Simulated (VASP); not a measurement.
# TiN (Osbornite) (Fm-3m) in VASP: notebook, part 2 of 2

VASP 6.6.1.

## (3) Relaxation of cell and atoms, PBE, target pressure 4 GPa, at which the enthalpy is minimised

INCAR reads:

```
SYSTEM = TiN
PREC = Accurate ; ENCUT = 600
EDIFF = 1E-6 ; ISMEAR = -1
SIGMA = 0.1 ; LREAL = .FALSE.
LASPH = .TRUE. ; NELM = 100
ALGO = Normal ; ISIF = 3
LWAVE = .FALSE. ; LCHARG = .FALSE.
GGA = PE ; IBRION = 2
NSW = 80 ; EDIFFG = -0.02
PSTRESS = 40.0
```

KPOINTS reads:

```
Automatic mesh
0
G
  12 12 12
  0 0 0
```

POSCAR reads:

```
TiN
1.0
    0.0000000000      2.1190000000      2.1190000000
    2.1190000000      0.0000000000      2.1190000000
    2.1190000000      2.1190000000      0.0000000000
Ti N
1 1
Direct
    0.0000000000      0.0000000000      0.0000000000
    0.5000000000      0.5000000000      0.5000000000
```

Potentials or basis: VASP PAW PBE potentials, release 64 (Ti_sv, N).

Run with:

```
cat potpaw_PBE.64/Ti_sv/POTCAR potpaw_PBE.64/N/POTCAR > POTCAR
mpirun -np 1 vasp_std > vasp.out
```

OUTCAR:

```text
SYSTEM = TiN
   PREC = Accurate
   ENCUT = 600
   EDIFF = 1E-6
   ISMEAR = -1
   LREAL = .FALSE.
   LASPH = .TRUE.
   NELM = 100
   ISIF = 3
   GGA = PE
   IBRION = 2
   NSW = 80
   EDIFFG = -0.02
   PSTRESS = 40.0

 ion  position               nearest neighbor table
   1  0.000  0.000  0.000-   2 2.12   2 2.12   2 2.12   2 2.12   2 2.12   2 2.12
   2  0.500  0.500  0.500-   1 2.12   1 2.12   1 2.12   1 2.12   1 2.12   1 2.12

  LATTYP: Found a face centered cubic cell.
 ALAT       =     4.2380000000

  Lattice vectors:

 A1 = (   0.0000000000,   2.1190000000,   2.1190000000)
 A2 = (   2.1190000000,   0.0000000000,   2.1190000000)
 A3 = (   2.1190000000,   2.1190000000,   0.0000000000)

Analysis of symmetry for initial positions (statically):
=====================================================================
 Subroutine PRICEL returns:
 Original cell was already a primitive cell.

 Routine SETGRP: Setting up the symmetry group for a
 face centered cubic supercell.

 Subroutine GETGRP returns: Found 48 space group operations
[... 9 lines left out ...]

 Routine SETGRP: Setting up the symmetry group for a
 face centered cubic supercell.

 Subroutine GETGRP returns: Found 48 space group operations
[... 11 lines left out ...]
                                     Primitive cell

  volume of cell :      19.0293

  direct lattice vectors                    reciprocal lattice vectors
     0.000000000  2.119000000  2.119000000    -0.235960359  0.235960359  0.235960359
     2.119000000  0.000000000  2.119000000     0.235960359 -0.235960359  0.235960359
     2.119000000  2.119000000  0.000000000     0.235960359  0.235960359 -0.235960359

  length of vectors
     2.996718539  2.996718539  2.996718539     0.408695330  0.408695330  0.408695330

  position of ions in fractional coordinates (direct lattice)
     0.000000000  0.000000000  0.000000000
     0.500000000  0.500000000  0.500000000

  ion indices of the primitive-cell ions
   primitive index   ion index
                 1           1
                 2           2

----------------------------------------------------------------------------------------

 KPOINTS: Automatic mesh

Automatic generation of k-mesh.
 Grid dimensions read from file:
 generate k-points for:   12   12   12

 Generating k-lattice:

  Cartesian coordinates                     Fractional coordinates (reciprocal lattice)
    -0.019663363  0.019663363  0.019663363     0.083333333  0.000000000  0.000000000
     0.019663363 -0.019663363  0.019663363     0.000000000  0.083333333  0.000000000
     0.019663363  0.019663363 -0.019663363     0.000000000  0.000000000  0.083333333

  Length of vectors
     0.034057944  0.034057944  0.034057944

  Shift w.r.t. Gamma in fractional coordinates (k-lattice)
     0.000000000  0.000000000  0.000000000

 Subroutine IBZKPT returns following result:
 ===========================================

 Found     72 irreducible k-points:

 Following reciprocal coordinates:
            Coordinates               Weight
  0.000000  0.000000  0.000000      1.000000
  0.083333  0.000000  0.000000      8.000000
  0.166667  0.000000  0.000000      8.000000
  0.250000  0.000000  0.000000      8.000000
  0.333333  0.000000  0.000000      8.000000
  0.416667  0.000000  0.000000      8.000000
[... 16 lines left out ...]
  0.500000  0.166667  0.000000     24.000000
 -0.416667  0.166667  0.000000     24.000000
 [... further k-points ...]
   k-points           NKPTS =     72   k-points in BZ     NKDIM =     72   number of bands    NBANDS=     12
   number of dos      NEDOS =    301   number of ions     NIONS =      2
   total plane-waves  NPLWV =  13824
   dimension x,y,z NGX =    24 NGY =   24 NGZ =   24
   dimension x,y,z NGXF=    48 NGYF=   48 NGZF=   48
   ions per type =               1   1
   NGX,Y,Z   is equivalent  to a cutoff of  13.31, 13.31, 13.31 a.u.
   NGXF,Y,Z  is equivalent  to a cutoff of  26.63, 26.63, 26.63 a.u.
 SYSTEM =  TiN
   PREC   = accura    normal or accurate (medium, high low for compatibility)
   ISTART =      0    job   : 0-new  1-cont  2-samecut
   ICHARG =      2    charge: 1-file 2-atom 10-const
   ISPIN  =      1    spin polarized calculation?
   LNONCOLLINEAR =      F non collinear calculations
   LSORBIT =      F    spin-orbit coupling
   LASPH  =      T    aspherical Exc in radial PAW
   ENCUT  =  600.0 eV  44.10 Ry    6.64 a.u.   5.99  5.99  5.99*2*pi/ulx,y,z
   NELM   =    100;   NELMIN=  2; NELMDL= -5     # of ELM steps
   EDIFF  = 0.1E-05   stopping-criterion for ELM
   LREAL  =      F    real-space projection
   EDIFFG = -.2E-01   stopping-criterion for IOM
   NSW    =     80    number of steps for IOM
   IBRION =      2    ionic relax: 0-MD 1-quasi-New 2-CG
   NFREE  =      1    steps in history (QN), initial steepest desc. (CG)
   ISIF   =      3    stress and relaxation
   ISYM   =      2    0-nonsym 1-usesym 2-fastsym
   POTIM  = 0.5000    time-step for ionic-motion
   TEBEG  =    0.0;   TEEND  =   0.0 temperature during run
   PSTRESS=   40.0 pullay stress
   NELECT =      17.0000    total number of electrons
   NUPDOWN=      -1.0000    fix difference up-down
   EMIN   =  10.00;   EMAX   =-10.00  energy-range for DOS
   EFERMI =   0.00;   METHOD = LEGACY
   ISMEAR =    -1;   SIGMA  =   0.10  broadening in eV -4-tet -1-fermi 0-gaus
   EFERMI_NEDOS =   21; number of points for ismear=-14 and -15
   IALGO  =     38    algorithm
   IMIX   =      4    mixing-type and parameters
     AMIX     =   0.40;   BMIX     =  1.00
     AMIX_MAG =   1.60;   BMIX_MAG =  1.00
  volume/ion in A,a.u.               =       9.51        64.21
  Fermi-wavevector in a.u.,A,eV,Ry     =   1.576704  2.979539 33.824024  2.485996
  Thomas-Fermi vector in A             =   2.677497
   LORBIT       =      0    0 simple, 1 ext, 2 COOP (PROOUT), +10 PAW based schemes
   GGA     = PE    functional components
   LHFCALC =     F    Hartree Fock is set to
   AEXX    =    0.0000 exact exchange contribution
   IVDW    =     0    specifies the selected vdW correction
   LEPSILON=     F    determine dielectric tensor
   LRPA    =     F    only Hartree local field effects (RPA)
 conjugate gradient relaxation of ions
 non-spin polarized calculation
  energy-cutoff  :      600.00
  volume of cell :       19.03
 maximum number of plane-waves:       650
   NGX = 11   NGY = 11   NGZ = 11

--------------------------------------- Ionic step        1  -------------------------------------------

 number of electron      17.0000001 magnetization

 Free energy of the ion-electron system (eV)
  ---------------------------------------------------
  ext. energy  EPLUGINS =         0.00000000
  ---------------------------------------------------
  free energy    TOTEN  =       -19.65159478 eV

  energy without entropy =      -19.62483922  energy(sigma->0) =      -19.63821700

------------------------ aborting loop because EDIFF is reached ----------------------------------------

  FORCE on cell =-STRESS in cart. coord.  units (eV):
  Direction    XX          YY          ZZ          XY          YZ          ZX
  --------------------------------------------------------------------------------------
  -------------------------------------------------------------------------------------
  Total        0.2620549      0.2620549      0.2620549      0.0000000      0.0000000      0.0000000
  in kB       22.0637850     22.0637850     22.0637850      0.0000000      0.0000000      0.0000000
  external PRESSURE =     -17.9362150 kB  Pullay stress =      40.0000000 kB
[... 61 lines left out ...]
  enthalpy is  TOTEN    =       -19.1756435336 eV   P V=        0.4677997932

--------------------------------------- Ionic step        3  -------------------------------------------

 number of electron      17.0000001 magnetization

 Free energy of the ion-electron system (eV)
  ---------------------------------------------------
  ext. energy  EPLUGINS =         0.00000000
  ---------------------------------------------------
  free energy    TOTEN  =       -19.64936197 eV

  energy without entropy =      -19.62285519  energy(sigma->0) =      -19.63610858

 E-fermi :  11.5408     XC(G=0): -13.0682

 val. band max:       11.5203039872   @ k =   0.1667   0.0000   0.0000
 cond. band min:      11.5574829778   @ k =   0.0833   0.0833   0.0000
 fundamental gap:      0.0371789906
 Fermi energy:        11.5407923446

 k-point     1 :       0.0000    0.0000    0.0000
  band No.  band energies     occupation
      1     -46.2919      2.00000
      2     -22.2656      2.00000
      3     -22.2656      2.00000
      4     -22.2656      2.00000
      5      -5.5878      2.00000
      6       9.5133      2.00000
      7       9.5133      2.00000
      8       9.5133      2.00000
      9      10.9445      1.99487
     10      10.9445      1.99487
     11      10.9445      1.99487
     12      12.1518      0.00443
[... 331 lines left out ...]
 k-point    24 :      -0.4167    0.1667    0.0000
  band No.  band energies     occupation
      1     -46.1817      2.00000
      2     -22.8576      2.00000
      3     -22.4382      2.00000
      4     -22.3460      2.00000
      5      -3.2998      2.00000
      6       4.0306      2.00000
      7       6.0953      2.00000
      8       6.2496      2.00000
      9      12.8420      0.00000
     10      13.1682      0.00000
     11      13.6920      0.00000
     12      16.0850      0.00000

 [... further k-points ...]
[... 5 lines left out ...]
  --------------------------------------------------------------------------------------
  -------------------------------------------------------------------------------------
  Total        0.4745623      0.4745623      0.4745623      0.0000000     -0.0000000      0.0000000
  in kB       40.1993257     40.1993257     40.1993257      0.0000000     -0.0000000      0.0000000
  external PRESSURE =       0.1993257 kB  Pullay stress =      40.0000000 kB
[... 17 lines left out ...]
  FREE ENERGIE OF THE ION-ELECTRON SYSTEM (eV)
  ---------------------------------------------------
  free  energy   TOTEN  =       -19.6493619746 eV

  energy  without entropy=      -19.6228551876  energy(sigma->0) =      -19.63610858

  enthalpy is  TOTEN    =       -19.1771527811 eV   P V=        0.4722091935

 reached required accuracy - stopping structural energy minimisation
```

OSZICAR:

```text
N       E                     dE             d eps       ncg     rms          rms(c)
DAV:   1     0.154724542001E+03    0.15472E+03   -0.98065E+03  1728   0.189E+03
DAV:   2    -0.101767668153E+02   -0.16490E+03   -0.15749E+03  1800   0.443E+02
DAV:   3    -0.240911215907E+02   -0.13914E+02   -0.13622E+02  2100   0.126E+02
[... 32 lines left out ...]
DAV:   6    -0.196492356026E+02   -0.32185E-04   -0.25438E-05  1912   0.450E-02    0.474E-02
DAV:   7    -0.196493584237E+02   -0.12282E-03   -0.20636E-04  2176   0.126E-01    0.120E-02
DAV:   8    -0.196493605746E+02   -0.21509E-05   -0.50524E-05  2260   0.555E-02    0.753E-03
DAV:   9    -0.196493617426E+02   -0.11680E-05   -0.20607E-06  1564   0.108E-02    0.687E-03
DAV:  10    -0.196493619746E+02   -0.23201E-06   -0.14520E-06  1300   0.102E-02
   3 F= -.19177153E+02 E0= -.19163899E+02  d E =-.644043E-03
```

CONTCAR:

```text
TiN
   1.00000000000000
     0.0000000000000000    2.1147141821394437    2.1147141821394437
     2.1147141821394437    0.0000000000000000    2.1147141821394437
     2.1147141821394437    2.1147141821394437    0.0000000000000000
  Ti              N
     1     1
Direct
     0.0000000000000000    0.0000000000000000    0.0000000000000000
     0.5000000000000000    0.5000000000000000    0.5000000000000000

  0.00000000E+00  0.00000000E+00  0.00000000E+00
  0.00000000E+00  0.00000000E+00  0.00000000E+00
```

Run time: 19 s. Hardware: 1 thread of Intel Xeon 6975P-C (Granite Rapids), shared host; peak memory 0.15 GiB.

Results:

```yaml
Free_energy: -19.6494 eV
Relaxed_volume: 9.46 Å³/atom
Relaxed_cell: a = 2.991 Å, b = 2.991 Å, c = 2.991 Å, α = 60.00°, β = 60.00°, γ = 60.00°
Space_group_after_relaxing_to_0.05_Å: Fm-3m (No. 225)
Energy_change_on_relaxing_the_enthalpy_is_what_falls: +1.1 meV/atom
Ionic_steps: 3
Pressure_after_relaxing: 4.0 GPa
```

The path:
| step | energy change (eV) | largest force (eV/Å) | pressure (GPa) | volume (Å³) |
| --- | --- | --- | --- | --- |
| 1 | 0.0000 | 0.0000 | 2.21 | 19.03 |
| 2 | 0.0082 | 0.0000 | 6.75 | 18.74 |
| 3 | 0.0022 | 0.0000 | 4.02 | 18.91 |

Final structure:
```
CELL_PARAMETERS angstrom
0.00000 2.11471 2.11471
2.11471 0.00000 2.11471
2.11471 2.11471 0.00000
ATOMIC_POSITIONS crystal
Ti 0.00000 0.00000 0.00000
N 0.50000 0.50000 0.50000
```

Levels at points of the mesh, in eV from the Fermi level:
| k point | band 5 | band 6 | band 7 | band 8 | band 9 | band 10 | band 11 | band 12 |
| --- | --- | --- | --- | --- | --- | --- | --- | --- |
| (0.00, 0.00, 0.00) | -17.13 | -2.03 | -2.03 | -2.03 | -0.60 | -0.60 | -0.60 | 0.61 |
| (0.50, 0.00, 0.00) | -14.63 | -8.11 | -5.50 | -5.50 | 1.73 | 1.73 | 2.41 | 5.82 |
| (0.50, 0.50, 0.00) | -15.71 | -5.83 | -3.22 | -3.22 | -3.08 | 1.68 | 2.44 | 2.44 |

Caveat: the cell is relaxed towards a set pressure, so the enthalpy falls and the energy may rise.
